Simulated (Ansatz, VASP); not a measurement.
# Two plane-wave programs on Pt

```
Pt
1.0
     4.40203    0.00000    0.00000
    -2.20101    3.81227    0.00000
     0.00000    0.00000    2.69844
Pt
3
Direct
  0.00000 0.00000 0.00000
  0.33333 0.66667 0.50000
  0.66667 0.33333 0.50000
```

Alike in both runs: task relaxation of cell and atoms; functional PBE; k mesh 8 × 8 × 12; occupations fermi-dirac, width 0.1 eV; no spin polarisation.

```csv
,VASP,Ansatz
version,VASP 6.6.1,Ansatz 0.2.0
potentials or method,"VASP PAW PBE potentials, release 64 (Pt), cutoff 600 eV","plane waves (420 eV) with PAW, scalar-relativistic"
valence electrons in the cell,30,54
```

VASP gave:

```
relaxed volume (Å³/atom)                                        : 16.01
relaxed length of the cell vector where the two differ most in proportion (Å) : 4.531
```

Estimate Ansatz's values.

relaxed volume (Å³/atom): 16.04; relaxed length of the cell vector where the two differ most in proportion (Å): 4.534.

VASP's potentials hold 30 valence electrons a cell and Ansatz's 54, so a difference there can come from the potentials and not from the codes.

Neither program's run includes spin-orbit coupling.
